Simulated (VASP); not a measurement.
# In3Se (Pm-3m) in VASP: notebook

In3Se is run at these levels: PBEsol, PBE, PBEsol+D3(BJ); tasks: relaxation of cell and atoms.

All numbers are computed with VASP 6.6.1; they aren't measurements. Logs are shortened: lines on timing, memory, paths and dates and some standing lists are left out, and cuts for length are marked.

## (1) The cell of the first run

Symmetry: Pm-3m, No. 221, cubic system. Conventional cell: a = 4.804 Å, b = 4.804 Å, c = 4.804 Å, α = 90.00°, β = 90.00°, γ = 90.00°. In (site symmetry 4/mmm) has 8 In at 3.40 Å and 4 Se at 3.40 Å within 4.5 Å. Se (site symmetry m-3m) has 12 In at 3.40 Å within 4.5 Å.

## (2) Relaxation of cell and atoms, PBEsol

Contents of INCAR:

```
PREC = Accurate ; ENCUT = 600
EDIFF = 1E-6 ; ISMEAR = 0
SIGMA = 0.1 ; LREAL = False
LASPH = True ; NELM = 80
ALGO = Normal ; ISIF = 3
LWAVE = False ; LCHARG = False
GGA = PS ; IBRION = 2
NSW = 80 ; EDIFFG = -0.01
```

Contents of KPOINTS:

```
Automatic mesh
0
Gamma
  10 10 10
```

Contents of POSCAR:

```
In3Se
1.0
    4.8037580000      0.0000000000      0.0000000000
    0.0000000000      4.8037580000      0.0000000000
    0.0000000000      0.0000000000      4.8037580000
In Se
3 1
Direct
    0.0000000000      0.5000000000      0.5000000000
    0.5000000000      0.0000000000      0.5000000000
    0.5000000000      0.5000000000      0.0000000000
    0.0000000000      0.0000000000      0.0000000000
```

Potentials or basis: VASP PAW PBE potentials, release 64 (In_d, Se).

On the command line:

```
> cat potpaw_PBE.64/In_d/POTCAR potpaw_PBE.64/Se/POTCAR > POTCAR
> mpirun -np 1 vasp_std > vasp.out
```

OUTCAR:

```text
PREC = Accurate
   ENCUT = 600
   EDIFF = 1E-6
   ISMEAR = 0
   LREAL = False
   LASPH = True
   NELM = 80
   ISIF = 3
   GGA = PS
   IBRION = 2
   NSW = 80
   EDIFFG = -0.01

 ion  position               nearest neighbor table
   1  0.000  0.500  0.500-   2 3.40   3 3.40   4 3.40   3 3.40   4 3.40   2 3.40   4 3.40   4 3.40
                             2 3.40   3 3.40   3 3.40   2 3.40
   2  0.500  0.000  0.500-   1 3.40   3 3.40   4 3.40   3 3.40   4 3.40   1 3.40   3 3.40   3 3.40
                             1 3.40   4 3.40   4 3.40   1 3.40
   3  0.500  0.500  0.000-   1 3.40   2 3.40   4 3.40   1 3.40   2 3.40   2 3.40   4 3.40   2 3.40
                             1 3.40   4 3.40   1 3.40   4 3.40
   4  0.000  0.000  0.000-   1 3.40   2 3.40   3 3.40   1 3.40   2 3.40   1 3.40   3 3.40   1 3.40
                             2 3.40   3 3.40   2 3.40   3 3.40

  LATTYP: Found a simple cubic cell.
 ALAT       =     4.8037580000

  Lattice vectors:

 A1 = (   4.8037580000,   0.0000000000,   0.0000000000)
 A2 = (   0.0000000000,   4.8037580000,   0.0000000000)
 A3 = (   0.0000000000,   0.0000000000,   4.8037580000)

Analysis of symmetry for initial positions (statically):
=====================================================================
 Subroutine PRICEL returns:
 Original cell was already a primitive cell.

 Routine SETGRP: Setting up the symmetry group for a
 simple cubic supercell.

 Subroutine GETGRP returns: Found 48 space group operations
 (whereof 48 operations were pure point group operations)
 out of a pool of 48 trial point group operations.

The static configuration has the point symmetry O_h .

Analysis of symmetry for dynamics (positions and initial velocities):
=====================================================================
 Subroutine PRICEL returns:
 Original cell was already a primitive cell.

 Routine SETGRP: Setting up the symmetry group for a
 simple cubic supercell.

 Subroutine GETGRP returns: Found 48 space group operations
 (whereof 48 operations were pure point group operations)
 out of a pool of 48 trial point group operations.

The dynamic configuration has the point symmetry O_h .

 Subroutine INISYM returns: Found 48 space group operations
 (whereof 48 operations are pure point group operations),
 and found     1 'primitive' translations

----------------------------------------------------------------------------------------

                                     Primitive cell

  volume of cell :     110.8520

  direct lattice vectors                    reciprocal lattice vectors
     4.803758000  0.000000000  0.000000000     0.208170353  0.000000000  0.000000000
     0.000000000  4.803758000  0.000000000     0.000000000  0.208170353  0.000000000
     0.000000000  0.000000000  4.803758000     0.000000000  0.000000000  0.208170353

  length of vectors
     4.803758000  4.803758000  4.803758000     0.208170353  0.208170353  0.208170353

  position of ions in fractional coordinates (direct lattice)
     0.000000000  0.500000000  0.500000000
     0.500000000  0.000000000  0.500000000
     0.500000000  0.500000000  0.000000000
     0.000000000  0.000000000  0.000000000

  ion indices of the primitive-cell ions
   primitive index   ion index
                 1           1
                 2           2
                 3           3
                 4           4

----------------------------------------------------------------------------------------

 KPOINTS: Automatic mesh

Automatic generation of k-mesh.
 Grid dimensions read from file:
 generate k-points for:   10   10   10

 Generating k-lattice:

  Cartesian coordinates                     Fractional coordinates (reciprocal lattice)
     0.020817035  0.000000000  0.000000000     0.100000000  0.000000000  0.000000000
     0.000000000  0.020817035  0.000000000     0.000000000  0.100000000  0.000000000
     0.000000000  0.000000000  0.020817035     0.000000000  0.000000000  0.100000000

  Length of vectors
     0.020817035  0.020817035  0.020817035

  Shift w.r.t. Gamma in fractional coordinates (k-lattice)
     0.000000000  0.000000000  0.000000000

 Subroutine IBZKPT returns following result:
 ===========================================

 Found     56 irreducible k-points:

 Following reciprocal coordinates:
            Coordinates               Weight
  0.000000  0.000000  0.000000      1.000000
  0.100000  0.000000  0.000000      6.000000
  0.200000  0.000000  0.000000      6.000000
  0.300000  0.000000  0.000000      6.000000
  0.400000  0.000000  0.000000      6.000000
  0.500000  0.000000  0.000000      3.000000
[... 16 lines left out ...]
  0.200000  0.100000  0.100000     24.000000
  0.300000  0.100000  0.100000     24.000000
 [... further k-points ...]
   k-points           NKPTS =     56   k-points in BZ     NKDIM =     56   number of bands    NBANDS=     27
   number of dos      NEDOS =    301   number of ions     NIONS =      4
   total plane-waves  NPLWV =  64000
   dimension x,y,z NGX =    40 NGY =   40 NGZ =   40
   dimension x,y,z NGXF=    80 NGYF=   80 NGZF=   80
   ions per type =               3   1
   NGX,Y,Z   is equivalent  to a cutoff of  13.84, 13.84, 13.84 a.u.
   NGXF,Y,Z  is equivalent  to a cutoff of  27.69, 27.69, 27.69 a.u.
 SYSTEM =  unknown system
   PREC   = accura    normal or accurate (medium, high low for compatibility)
   ISTART =      0    job   : 0-new  1-cont  2-samecut
   ICHARG =      2    charge: 1-file 2-atom 10-const
   ISPIN  =      1    spin polarized calculation?
   LNONCOLLINEAR =      F non collinear calculations
   LSORBIT =      F    spin-orbit coupling
   LASPH  =      T    aspherical Exc in radial PAW
   ENCUT  =  600.0 eV  44.10 Ry    6.64 a.u.   9.59  9.59  9.59*2*pi/ulx,y,z
   NELM   =     80;   NELMIN=  2; NELMDL= -5     # of ELM steps
   EDIFF  = 0.1E-05   stopping-criterion for ELM
   LREAL  =      F    real-space projection
   EDIFFG = -.1E-01   stopping-criterion for IOM
   NSW    =     80    number of steps for IOM
   IBRION =      2    ionic relax: 0-MD 1-quasi-New 2-CG
   NFREE  =      1    steps in history (QN), initial steepest desc. (CG)
   ISIF   =      3    stress and relaxation
   ISYM   =      2    0-nonsym 1-usesym 2-fastsym
   POTIM  = 0.5000    time-step for ionic-motion
   TEBEG  =    0.0;   TEEND  =   0.0 temperature during run
   PSTRESS=    0.0 pullay stress
   NELECT =      45.0000    total number of electrons
   NUPDOWN=      -1.0000    fix difference up-down
   EMIN   =  10.00;   EMAX   =-10.00  energy-range for DOS
   EFERMI =   0.00;   METHOD = LEGACY
   ISMEAR =     0;   SIGMA  =   0.10  broadening in eV -4-tet -1-fermi 0-gaus
   EFERMI_NEDOS =   21; number of points for ismear=-14 and -15
   IALGO  =     38    algorithm
   IMIX   =      4    mixing-type and parameters
     AMIX     =   0.40;   BMIX     =  1.00
     AMIX_MAG =   1.60;   BMIX_MAG =  1.00
  volume/ion in A,a.u.               =      27.71       187.02
  Fermi-wavevector in a.u.,A,eV,Ry     =   1.212173  2.290675 19.991897  1.469363
  Thomas-Fermi vector in A             =   2.347665
   LORBIT       =      0    0 simple, 1 ext, 2 COOP (PROOUT), +10 PAW based schemes
   GGA     = PS    functional components
   LHFCALC =     F    Hartree Fock is set to
   AEXX    =    0.0000 exact exchange contribution
   IVDW    =     0    specifies the selected vdW correction
   LEPSILON=     F    determine dielectric tensor
   LRPA    =     F    only Hartree local field effects (RPA)
 conjugate gradient relaxation of ions
 non-spin polarized calculation
 Gauss-broadening in eV      SIGMA  =   0.10
  energy-cutoff  :      600.00
  volume of cell :      110.85
 maximum number of plane-waves:      3751
 NGX is ok and might be reduce to    40
   NGX = 19   NGY = 19   NGZ = 19

--------------------------------------- Ionic step        1  -------------------------------------------

 number of electron      44.9999999 magnetization

 Free energy of the ion-electron system (eV)
  ---------------------------------------------------
  ext. energy  EPLUGINS =         0.00000000
  ---------------------------------------------------
  free energy    TOTEN  =       -13.15740095 eV

  energy without entropy =      -13.14790676  energy(sigma->0) =      -13.15265386

 E-fermi :   5.7485     XC(G=0):  -9.9011

 val. band max:        5.7482153128   @ k =   0.4000   0.3000   0.1000
 cond. band min:       5.7519102419   @ k =   0.4000   0.2000   0.2000
 fundamental gap:      0.0036949292
 Fermi energy:         5.7485332520

 k-point     1 :       0.0000    0.0000    0.0000
  band No.  band energies     occupation
      1      -8.9013      2.00000
      2      -8.8945      2.00000
      3      -8.8945      2.00000
      4      -8.8945      2.00000
      5      -8.7718      2.00000
      6      -8.7718      2.00000
[... 19 lines left out ...]
     26       9.9562      0.00000
     27       9.9562      0.00000
[... 750 lines left out ...]
 POSITION                                       TOTAL-FORCE (eV/Angst)
 -----------------------------------------------------------------------------------
     -0.00000      2.34213      2.34213         0.000000     -0.000000      0.000000
      2.34213      0.00000      2.34213         0.000000     -0.000000      0.000000
      2.34213      2.34213      0.00000        -0.000000      0.000000      0.000000
      0.00000      0.00000      0.00000        -0.000000      0.000000      0.000000
 -----------------------------------------------------------------------------------
    total drift:                               -0.000000     -0.000000     -0.000000

  FREE ENERGIE OF THE ION-ELECTRON SYSTEM (eV)
  ---------------------------------------------------
  free  energy   TOTEN  =       -13.2469103984 eV

  energy  without entropy=      -13.2373572526  energy(sigma->0) =      -13.24213383

--------------------------------------- Ionic step        3  -------------------------------------------

 number of electron      45.0000015 magnetization

 Free energy of the ion-electron system (eV)
  ---------------------------------------------------
  ext. energy  EPLUGINS =         0.00000000
  ---------------------------------------------------
  free energy    TOTEN  =       -13.24804672 eV

  energy without entropy =      -13.23843308  energy(sigma->0) =      -13.24323990

 E-fermi :   6.6416     XC(G=0): -10.2926

 val. band max:        6.5920775967   @ k =   0.2000   0.1000   0.1000
 cond. band min:       6.6488246110   @ k =   0.4000   0.0000   0.0000
 fundamental gap:      0.0567470142
 Fermi energy:         6.6416065217

 k-point     1 :       0.0000    0.0000    0.0000
  band No.  band energies     occupation
      1      -8.1158      2.00000
      2      -8.0842      2.00000
      3      -8.0842      2.00000
      4      -8.0842      2.00000
      5      -7.9366      2.00000
      6      -7.9366      2.00000
[... 19 lines left out ...]
     26      11.0534      0.00000
     27      11.0534      0.00000
[... 712 lines left out ...]
 POSITION                                       TOTAL-FORCE (eV/Angst)
 -----------------------------------------------------------------------------------
     -0.00000      2.33544      2.33544         0.000000     -0.000000      0.000000
      2.33544      0.00000      2.33544         0.000000     -0.000000      0.000000
      2.33544      2.33544      0.00000        -0.000000      0.000000      0.000000
      0.00000      0.00000      0.00000        -0.000000      0.000000      0.000000
 -----------------------------------------------------------------------------------
    total drift:                               -0.000000     -0.000000     -0.000000

  FREE ENERGIE OF THE ION-ELECTRON SYSTEM (eV)
  ---------------------------------------------------
  free  energy   TOTEN  =       -13.2480467209 eV

  energy  without entropy=      -13.2384330840  energy(sigma->0) =      -13.24323990

 reached required accuracy - stopping structural energy minimisation
```

It took 2.4 min on 1 thread of Intel Xeon 6975P-C (Granite Rapids), shared host; peak memory 0.37 GiB.

What came out:

```yaml
Free_energy: -13.2480 eV
Relaxed_volume: 25.48 Å³/atom
Relaxed_cell: a = 4.671 Å, b = 4.671 Å, c = 4.671 Å, α = 90.00°, β = 90.00°, γ = 90.00°
Space_group_after_relaxing_to_0.1_Å: Pm-3m (No. 221)
Energy_gained_by_relaxing: 22.7 meV/atom
Ionic_steps: 3
Pressure_after_relaxing: 0.0 GPa
Band_gap_on_the_k_mesh: zero (an odd number of electrons rules out a gap without spin polarisation)
```

Step by step:
```csv
step,energy change (eV),largest force (eV/Å),pressure (GPa),volume (Å³)
1,0.0000,0.0000,-2.98,110.85
2,-0.0895,0.0000,-0.37,102.78
3,-0.0906,0.0000,-0.03,101.90
```

Final structure:
```
In Se
1.0
     4.67088    0.00000    0.00000
     0.00000    4.67088    0.00000
     0.00000    0.00000    4.67088
In Se
3 1
Direct
  0.00000 0.50000 0.50000
  0.50000 0.00000 0.50000
  0.50000 0.50000 0.00000
  0.00000 0.00000 0.00000
```

Levels at points of the mesh, in eV from the Fermi level:
```tsv
k point	band 19	band 20	band 21	band 22	band 23	band 24	band 25	band 26
(0.00, 0.00, 0.00)	-3.57	-3.57	-2.06	-2.06	1.22	1.22	1.22	4.41
(0.50, 0.00, 0.00)	-2.65	-2.65	-1.37	-1.06	-0.19	-0.19	1.29	4.04
(0.50, 0.50, 0.00)	-5.96	-2.09	-0.95	-0.54	-0.54	1.62	1.78	1.78
(0.50, 0.50, 0.50)	-4.57	-4.37	-4.37	-4.37	-3.48	3.32	3.32	3.32
```

Caveat: the PAW data sets were made with another functional, which shifts forces and pressure a little; spin-orbit coupling is left out, which moves the levels of the heavy elements.

## (3) Relaxation of cell and atoms, PBE

Contents of INCAR:

```
PREC     = Accurate       # precision mode
ENCUT    = 600            # plane-wave cutoff, eV
EDIFF    = 1E-7           # SCF threshold, eV
ISMEAR   = 0              # smearing method
SIGMA    = 0.1            # smearing width, eV
LREAL    = F              # projectors in reciprocal space
LASPH    = T              # aspherical terms in the spheres
NELM     = 100            # most SCF steps
ALGO     = Normal         # electronic algorithm
ISIF     = 3              # what is computed and relaxed
LWAVE    = F              # write WAVECAR
LCHARG   = F              # write CHGCAR
GGA      = PE             # functional
IBRION   = 2              # ionic algorithm
NSW      = 80             # ionic steps
EDIFFG   = -0.01          # ionic threshold
```

KPOINTS is that of step 2.

POSCAR is that of step 2.

Potentials or basis: VASP PAW PBE potentials, release 64 (In_d, Se).

On the command line:

```
> cat potpaw_PBE.64/In_d/POTCAR potpaw_PBE.64/Se/POTCAR > POTCAR
> mpirun -np 1 vasp_std > vasp.out
```

Wall time 1.7 min (1 thread of Intel Xeon 6975P-C (Granite Rapids), shared host); peak memory 0.36 GiB.

The run converged. Its results:

| Property | Result |
| --- | --- |
| Free energy | -11.6851 eV |
| Relaxed volume | 27.50 Å³/atom |
| Relaxed cell | a = 4.792 Å, b = 4.792 Å, c = 4.792 Å, α = 90.00°, β = 90.00°, γ = 90.00° |
| Space group after relaxing (to 0.1 Å) | Pm-3m (No. 221) |
| Energy gained by relaxing | 0.2 meV/atom |
| Ionic steps | 2 |
| Pressure after relaxing | -0.1 GPa |
| Band gap on the k mesh | zero (an odd number of electrons rules out a gap without spin polarisation) |

The path:
```
step  energy change (eV)  largest force (eV/Å)  pressure (GPa)  volume (Å³)
   1              0.0000                0.0000           -0.30       110.85
   2             -0.0010                0.0000           -0.06       110.02
```

Final structure:
```yaml
crystal:
  lattice:
    - [4.79165, 0.00000, 0.00000]
    - [0.00000, 4.79165, 0.00000]
    - [0.00000, 0.00000, 4.79165]
  atoms:
    - { symbol: In, position: [0.00000, 0.50000, 0.50000] }
    - { symbol: In, position: [0.50000, 0.00000, 0.50000] }
    - { symbol: In, position: [0.50000, 0.50000, 0.00000] }
    - { symbol: Se, position: [0.00000, 0.00000, 0.00000] }
```

Levels at points of the mesh, in eV from the Fermi level:
```csv
k point,band 19,band 20,band 21,band 22,band 23,band 24,band 25,band 26
"(0.00, 0.00, 0.00)",-3.25,-3.25,-2.18,-2.18,1.16,1.16,1.16,4.24
"(0.50, 0.00, 0.00)",-2.43,-2.43,-1.63,-1.02,-0.07,-0.07,1.43,3.75
"(0.50, 0.50, 0.00)",-5.68,-1.94,-0.82,-0.67,-0.67,1.43,1.81,1.81
"(0.50, 0.50, 0.50)",-4.32,-4.15,-4.15,-4.15,-3.19,3.05,3.05,3.05
```

Caveat: spin-orbit coupling is left out, which moves the levels of the heavy elements.

## (4) Relaxation of cell and atoms, PBEsol+D3(BJ)

Contents of INCAR:

```
SYSTEM = In3Se
  ALGO = Normal
  EDIFF = 1E-7
  EDIFFG = -0.01
  ENCUT = 600
  GGA = PS
  IBRION = 2
  ISIF = 3
  ISMEAR = 0
  IVDW = 12
  LASPH = .TRUE.
  LCHARG = .FALSE.
  LREAL = .FALSE.
  LWAVE = .FALSE.
  NELM = 60
  NSW = 80
  PREC = Accurate
  SIGMA = 0.1
```

Contents of KPOINTS:

```
k-points
0
G
  10 10 10
  0 0 0
```

POSCAR is that of step 3.

On the command line:

```
> cat potpaw_PBE.64/In_d/POTCAR potpaw_PBE.64/Se/POTCAR > POTCAR
> mpirun -np 1 vasp_std > vasp.out
```

Run time: 2.7 min. Hardware: 1 thread of Intel Xeon 6975P-C (Granite Rapids), shared host; peak memory 0.38 GiB.

The run converged. Its results:

```yaml
Free_energy: -14.6874 eV
Relaxed_volume: 24.18 Å³/atom
Relaxed_cell: a = 4.590 Å, b = 4.590 Å, c = 4.590 Å, α = 90.00°, β = 90.00°, γ = 90.00°
Space_group_after_relaxing_to_0.1_Å: Pm-3m (No. 221)
Energy_gained_by_relaxing: 62.0 meV/atom
Ionic_steps: 3
Pressure_after_relaxing: 0.0 GPa
Band_gap_on_the_k_mesh: zero (an odd number of electrons rules out a gap without spin polarisation)
Dispersion_energy_per_atom: -0.369 eV
```

Step by step:
| step | energy change (eV) | largest force (eV/Å) | pressure (GPa) | volume (Å³) |
| --- | --- | --- | --- | --- |
| 1 | 0.0000 | 0.0000 | -4.91 | 110.85 |
| 2 | -0.2461 | 0.0000 | -0.55 | 97.77 |
| 3 | -0.2480 | 0.0000 | -0.02 | 96.71 |

Final structure:
```
In Se
1.0
     4.59009    0.00000    0.00000
     0.00000    4.59009    0.00000
     0.00000    0.00000    4.59009
In Se
3 1
Direct
  0.00000 0.50000 0.50000
  0.50000 0.00000 0.50000
  0.50000 0.50000 0.00000
  0.00000 0.00000 0.00000
```

Levels at points of the mesh, in eV from the Fermi level:
```csv
k point,band 18,band 19,band 20,band 21,band 22,band 23,band 24,band 25,band 26,band 27
"(0.00, 0.00, 0.00)",-3.82,-3.82,-3.82,-1.98,-1.98,1.26,1.26,1.26,4.54,4.54
"(0.50, 0.00, 0.00)",-5.09,-2.83,-2.83,-1.19,-1.11,-0.27,-0.27,1.21,4.21,4.21
"(0.50, 0.50, 0.00)",-6.48,-6.17,-2.22,-1.03,-0.46,-0.46,1.75,1.76,1.76,2.05
"(0.50, 0.50, 0.50)",-4.88,-4.88,-4.41,-4.41,-4.41,-3.70,3.50,3.50,3.50,8.86
```

Caveat: the PAW data sets were made with another functional, which shifts forces and pressure a little; spin-orbit coupling is left out, which moves the levels of the heavy elements.

## (5) Overview

| level | gap on the mesh (eV) | pressure (GPa) | relaxed volume (Å³/atom) |
| --- | --- | --- | --- |
| PBEsol | none | 0.0 | 25.48 |
| PBE | none | -0.1 | 27.50 |
| PBEsol+D3(BJ) | none | 0.0 | 24.18 |

Alike in all rows: task relaxation of cell and atoms; potentials or basis VASP PAW PBE potentials, release 64 (In_d, Se); no spin polarisation; cell relaxed; k mesh 10 × 10 × 10; cutoff (eV) 600; smearing gaussian 0.1 eV.

Caveats: spin-orbit coupling is left out, which moves the levels of the heavy elements; the PAW data sets were made with another functional, which shifts forces and pressure a little (at least some runs).

Total energies depend on the potentials used, so only differences within one code and one set of settings carry meaning.

The gap in the log of VASP goes by the Fermi energy; the results here count the filled bands.